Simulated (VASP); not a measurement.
# NbSi2 (P6_422) in VASP: single point with r2SCAN

Aim: the single point of NbSi2 with r2SCAN.

Everything below comes from runs of VASP 6.6.1. Logs are shortened: lines on timing, memory, paths and dates and some standing lists are left out, and cuts for length are marked.

## Step 1: The cell of the first run

It takes space group P6_422 (No. 181, hexagonal). Conventional cell: a = 4.796 Å, b = 4.796 Å, c = 6.580 Å, α = 90.00°, β = 90.00°, γ = 120.00°. Nb (site symmetry 222) has 10 Si at 2.61 to 2.84 Å and 4 Nb at 3.25 Å within 3.4 Å. Si (site symmetry 2) has 9 Si at 2.56 to 3.34 Å and 5 Nb at 2.61 to 2.84 Å within 3.4 Å.

## Step 2: Single point, r2SCAN

Input file POSCAR:

```
NbSi2
1.0
    4.7955351218     -0.0000002881      0.0000000000
   -2.3977673114      4.1530553842      0.0000000000
    0.0000000000      0.0000000000      6.5798849607
Nb Si
3 6
Direct
    0.5000000000      0.5000000000      0.6666666667
    0.5000000000      0.0000000000      0.0000000000
    0.0000000000      0.5000000000      0.3333333333
    0.6832435376      0.8416217688      0.3333333333
    0.8416217688      0.6832435376      0.0000000000
    0.8416217688      0.1583782312      0.6666666667
    0.3167564624      0.1583782312      0.3333333333
    0.1583782312      0.3167564624      0.0000000000
    0.1583782312      0.8416217688      0.6666666667
```

Input file INCAR.step1:

```
PREC = Accurate ; ENCUT = 520
ISMEAR = 0 ; SIGMA = 0.1
LREAL = False ; LASPH = True
NELM = 100 ; NBANDS = 42
GGA = PE ; ALGO = Normal
EDIFF = 1E-4 ; LWAVE = True
LCHARG = False
```

Input file INCAR.step2:

```
PREC = Accurate ; ENCUT = 520
EDIFF = 1E-6 ; ISMEAR = 0
SIGMA = 0.1 ; LREAL = False
LASPH = True ; NELM = 100
ALGO = Normal ; ISIF = 2
LWAVE = False ; LCHARG = False
METAGGA = R2SCAN ; LMIXTAU = True
NBANDS = 42 ; ISTART = 1
```

Input file KPOINTS:

```
regular mesh
0
Gamma
  9 9 6
```

Potentials or basis: VASP PAW PBE potentials, release 64 (Nb_sv, Si).

Command:

```bash
$ cat potpaw_PBE.64/Nb_sv/POTCAR potpaw_PBE.64/Si/POTCAR > POTCAR
$ cp INCAR.step1 INCAR
$ mpirun -np 1 vasp_std > vasp.out
$ cp INCAR.step2 INCAR
$ mpirun -np 1 vasp_std > vasp.out
```

OUTCAR:

```text
PREC = Accurate
   ENCUT = 520
   EDIFF = 1E-6
   ISMEAR = 0
   LREAL = False
   LASPH = True
   NELM = 100
   ISIF = 2
   METAGGA = R2SCAN
   ISTART = 1

 ion  position               nearest neighbor table
   1  0.500  0.500  0.667-   5 2.61   8 2.61   7 2.61   4 2.61   6 2.73   9 2.73   9 2.73   6 2.73
                             6 2.84   9 2.84
   2  0.500  0.000  0.000-   6 2.61   9 2.61   7 2.61   4 2.61   8 2.73   5 2.73   5 2.73   8 2.73
                             8 2.84   5 2.84
   3  0.000  0.500  0.333-   5 2.61   8 2.61   6 2.61   9 2.61   7 2.73   4 2.73   7 2.73   4 2.73
                             4 2.84   7 2.84
   4  0.683  0.842  0.333-   5 2.56   6 2.56   2 2.61   1 2.61   7 2.63   3 2.73   3 2.73   3 2.84
                             7 2.84   7 2.84
   5  0.842  0.683  0.000-   9 2.56   4 2.56   1 2.61   3 2.61   8 2.63   2 2.73   2 2.73   2 2.84
                             8 2.84   8 2.84
   6  0.842  0.158  0.667-   8 2.56   4 2.56   2 2.61   3 2.61   9 2.63   1 2.73   1 2.73   1 2.84
                             9 2.84   9 2.84
   7  0.317  0.158  0.333-   8 2.56   9 2.56   2 2.61   1 2.61   4 2.63   3 2.73   3 2.73   3 2.84
                             4 2.84   4 2.84
   8  0.158  0.317  0.000-   6 2.56   7 2.56   1 2.61   3 2.61   5 2.63   2 2.73   2 2.73   2 2.84
                             5 2.84   5 2.84
   9  0.158  0.842  0.667-   5 2.56   7 2.56   2 2.61   3 2.61   6 2.63   1 2.73   1 2.73   1 2.84
                             6 2.84   6 2.84

  LATTYP: Found a hexagonal cell.
 ALAT       =     4.7955351218
 C/A-ratio  =     1.3720856575

  Lattice vectors:

 A1 = (   4.7955351218,  -0.0000002881,   0.0000000000)
 A2 = (  -2.3977673114,   4.1530553842,   0.0000000000)
 A3 = (   0.0000000000,   0.0000000000,   6.5798849607)

Analysis of symmetry for initial positions (statically):
=====================================================================
 Subroutine PRICEL returns:
 Original cell was already a primitive cell.

 Routine SETGRP: Setting up the symmetry group for a
 hexagonal supercell.

 Subroutine GETGRP returns: Found 12 space group operations
 (whereof  4 operations were pure point group operations)
 out of a pool of 24 trial point group operations.

The static configuration has the point symmetry D_2 .
 The point group associated with its full space group is D_6 .

Analysis of symmetry for dynamics (positions and initial velocities):
=====================================================================
 Subroutine PRICEL returns:
 Original cell was already a primitive cell.

 Routine SETGRP: Setting up the symmetry group for a
 hexagonal supercell.

 Subroutine GETGRP returns: Found 12 space group operations
 (whereof  4 operations were pure point group operations)
 out of a pool of 24 trial point group operations.

The dynamic configuration has the point symmetry D_2 .
 The point group associated with its full space group is D_6 .

 Subroutine INISYM returns: Found 12 space group operations
 (whereof  4 operations are pure point group operations),
 and found     1 'primitive' translations

----------------------------------------------------------------------------------------

                                     Primitive cell

  volume of cell :     131.0458

  direct lattice vectors                    reciprocal lattice vectors
     4.795535122 -0.000000288  0.000000000     0.208527309  0.120393281  0.000000000
    -2.397767311  4.153055384  0.000000000     0.000000014  0.240786588  0.000000000
     0.000000000  0.000000000  6.579884961     0.000000000  0.000000000  0.151978341

  length of vectors
     4.795535122  4.795535122  6.579884961     0.240786588  0.240786588  0.151978341

  position of ions in fractional coordinates (direct lattice)
     0.500000000  0.500000000  0.666666667
     0.500000000  0.000000000  0.000000000
     0.000000000  0.500000000  0.333333333
     0.683243538  0.841621769  0.333333333
     0.841621769  0.683243538  0.000000000
     0.841621769  0.158378231  0.666666667
     0.316756462  0.158378231  0.333333333
     0.158378231  0.316756462  0.000000000
     0.158378231  0.841621769  0.666666667

  ion indices of the primitive-cell ions
   primitive index   ion index
                 1           1
                 2           2
                 3           3
                 4           4
                 5           5
                 6           6
                 7           7
                 8           8
                 9           9

----------------------------------------------------------------------------------------

 KPOINTS: regular mesh

Automatic generation of k-mesh.
 Grid dimensions read from file:
 generate k-points for:    9    9    6

 Generating k-lattice:

  Cartesian coordinates                     Fractional coordinates (reciprocal lattice)
     0.023169701  0.013377031  0.000000000     0.111111111  0.000000000  0.000000000
     0.000000002  0.026754065  0.000000000     0.000000000  0.111111111  0.000000000
     0.000000000  0.000000000  0.025329723     0.000000000  0.000000000  0.166666667

  Length of vectors
     0.026754065  0.026754065  0.025329723

  Shift w.r.t. Gamma in fractional coordinates (k-lattice)
     0.000000000  0.000000000  0.000000000

 Subroutine IBZKPT returns following result:
 ===========================================

 Found     48 irreducible k-points:

 Following reciprocal coordinates:
            Coordinates               Weight
  0.000000  0.000000  0.000000      1.000000
  0.111111  0.000000  0.000000      6.000000
  0.222222  0.000000  0.000000      6.000000
  0.333333  0.000000  0.000000      6.000000
  0.444444  0.000000  0.000000      6.000000
  0.111111  0.111111  0.000000      6.000000
[... 16 lines left out ...]
  0.333333  0.222222  0.166667     24.000000
  0.333333  0.333333  0.166667      4.000000
 [... further k-points ...]
   k-points           NKPTS =     48   k-points in BZ     NKDIM =     48   number of bands    NBANDS=     42
   number of dos      NEDOS =    301   number of ions     NIONS =      9
   total plane-waves  NPLWV =  64800
   dimension x,y,z NGX =    36 NGY =   36 NGZ =   50
   dimension x,y,z NGXF=    72 NGYF=   72 NGZF=  100
   ions per type =               3   6
   NGX,Y,Z   is equivalent  to a cutoff of  12.48, 12.48, 12.63 a.u.
   NGXF,Y,Z  is equivalent  to a cutoff of  24.96, 24.96, 25.27 a.u.
 SYSTEM =  unknown system
   PREC   = accura    normal or accurate (medium, high low for compatibility)
   ISTART =      1    job   : 0-new  1-cont  2-samecut
   ICHARG =      0    charge: 1-file 2-atom 10-const
   ISPIN  =      1    spin polarized calculation?
   LNONCOLLINEAR =      F non collinear calculations
   LSORBIT =      F    spin-orbit coupling
   LASPH  =      T    aspherical Exc in radial PAW
   ENCUT  =  520.0 eV  38.22 Ry    6.18 a.u.   8.92  8.92 12.23*2*pi/ulx,y,z
   NELM   =    100;   NELMIN=  2; NELMDL=  0     # of ELM steps
   EDIFF  = 0.1E-05   stopping-criterion for ELM
   LREAL  =      F    real-space projection
   EDIFFG = 0.1E-04   stopping-criterion for IOM
   NSW    =      0    number of steps for IOM
   IBRION =     -1    ionic relax: 0-MD 1-quasi-New 2-CG
   NFREE  =      0    steps in history (QN), initial steepest desc. (CG)
   ISIF   =      2    stress and relaxation
   ISYM   =      2    0-nonsym 1-usesym 2-fastsym
   POTIM  = 0.5000    time-step for ionic-motion
   TEBEG  =    0.0;   TEEND  =   0.0 temperature during run
   PSTRESS=    0.0 pullay stress
   NELECT =      63.0000    total number of electrons
   NUPDOWN=      -1.0000    fix difference up-down
   EMIN   =  10.00;   EMAX   =-10.00  energy-range for DOS
   EFERMI =   0.00;   METHOD = LEGACY
   ISMEAR =     0;   SIGMA  =   0.10  broadening in eV -4-tet -1-fermi 0-gaus
   EFERMI_NEDOS =   21; number of points for ismear=-14 and -15
   IALGO  =     38    algorithm
   IMIX   =      4    mixing-type and parameters
     AMIX     =   0.40;   BMIX     =  1.00
     AMIX_MAG =   1.60;   BMIX_MAG =  1.00
  volume/ion in A,a.u.               =      14.56        98.26
  Fermi-wavevector in a.u.,A,eV,Ry     =   1.282470  2.423517 22.377911  1.644730
  Thomas-Fermi vector in A             =   2.414780
   LORBIT       =      0    0 simple, 1 ext, 2 COOP (PROOUT), +10 PAW based schemes
   METAGGA = R2SCAN    functional components
   LHFCALC =     F    Hartree Fock is set to
   AEXX    =    0.0000 exact exchange contribution
   IVDW    =     0    specifies the selected vdW correction
   LEPSILON=     F    determine dielectric tensor
   LRPA    =     F    only Hartree local field effects (RPA)
 non-spin polarized calculation
 Gauss-broadening in eV      SIGMA  =   0.10
  energy-cutoff  :      520.00
  volume of cell :      131.05
 maximum number of plane-waves:      3548
 NGX is ok and might be reduce to    36
   NGX = 17   NGY = 17   NGZ = 25

 number of electron      63.0000000 magnetization

 Free energy of the ion-electron system (eV)
  ---------------------------------------------------
  ext. energy  EPLUGINS =         0.00000000
  ---------------------------------------------------
  free energy    TOTEN  =      -131.95540093 eV

  energy without entropy =     -131.93463777  energy(sigma->0) =     -131.94501935

 E-fermi :  11.4829     XC(G=0): -12.9063

 val. band max:       11.4824371931   @ k =   0.3333   0.1111   0.5000
 cond. band min:      11.4831203779   @ k =   0.3333   0.2222   0.0000
 fundamental gap:      0.0006831848
 Fermi energy:        11.4829008307

 k-point     1 :       0.0000    0.0000    0.0000
  band No.  band energies     occupation
      1     -44.9705      2.00000
      2     -44.9288      2.00000
      3     -44.9288      2.00000
      4     -20.5162      2.00000
      5     -20.5162      2.00000
      6     -20.5105      2.00000
[... 34 lines left out ...]
     41      15.6205      0.00000
     42      15.6206      0.00000

 k-point     2 :       0.1111    0.0000    0.0000
  band No.  band energies     occupation
      1     -44.9693      2.00000
      2     -44.9298      2.00000
      3     -44.9288      2.00000
      4     -20.5393      2.00000
      5     -20.5204      2.00000
      6     -20.4898      2.00000
[... 979 lines left out ...]
     41      15.2504      0.00000
     42      15.7409      0.00000

 k-point    24 :       0.3333    0.3333    0.1667
  band No.  band energies     occupation
      1     -44.9527      2.00000
      2     -44.9448      2.00000
      3     -44.9296      2.00000
      4     -20.5834      2.00000
      5     -20.5454      2.00000
      6     -20.5097      2.00000
[... 34 lines left out ...]
     41      15.3935      0.00000
     42      15.6861      0.00000

 [... further k-points ...]
[... 5 lines left out ...]
  --------------------------------------------------------------------------------------
  -------------------------------------------------------------------------------------
  Total       -0.1436503     -0.1436503     -0.2243581      0.0000000      0.0000000      0.0000000
  in kB       -1.7562816     -1.7562816     -2.7430218      0.0000000      0.0000000      0.0000000
  external PRESSURE =      -2.0851950 kB  Pullay stress =       0.0000000 kB

 VOLUME and BASIS-vectors are now :
 -----------------------------------------------------------------------------
  energy-cutoff  :      520.00
  volume of cell :      131.05
      direct lattice vectors                 reciprocal lattice vectors
     4.795535122 -0.000000288  0.000000000     0.208527309  0.120393281  0.000000000
    -2.397767311  4.153055384  0.000000000     0.000000014  0.240786588  0.000000000
     0.000000000  0.000000000  6.579884961     0.000000000  0.000000000  0.151978341

 POSITION                                       TOTAL-FORCE (eV/Angst)
 -----------------------------------------------------------------------------------
      1.19888      2.07653      4.38659        -0.000000      0.000000      0.000000
      2.39777     -0.00000      0.00000        -0.000000      0.000000      0.000000
     -1.19888      2.07653      2.19329        -0.000000      0.000000      0.000000
      1.25851      3.49530      2.19329         0.000356      0.000205     -0.000000
      2.39777      2.83755      0.00000         0.000000      0.000411      0.000000
      3.65627      0.65775      4.38659         0.000356     -0.000205     -0.000000
      1.13926      0.65775      2.19329        -0.000356     -0.000205      0.000000
      0.00000      1.31551      0.00000        -0.000000     -0.000411      0.000000
     -1.25850      3.49530      4.38659        -0.000356      0.000205     -0.000000
 -----------------------------------------------------------------------------------
    total drift:                                0.000000     -0.000000     -0.000000

  FREE ENERGIE OF THE ION-ELECTRON SYSTEM (eV)
  ---------------------------------------------------
  free  energy   TOTEN  =      -131.9554009299 eV

  energy  without entropy=     -131.9346377672  energy(sigma->0) =     -131.94501935
```

It took 5.9 min on 1 thread of Intel Xeon 6975P-C (Granite Rapids), shared host; peak memory 0.38 GiB.

Results:

| Property | Result |
| --- | --- |
| Free energy | -131.9554 eV |
| Pressure | -0.2 GPa |

Stress tensor (GPa, compression positive):
```
-0.18  0.00  0.00
 0.00 -0.18  0.00
 0.00  0.00 -0.27
```

Caveat: the PAW data sets were made with another functional, which shifts forces and pressure a little.
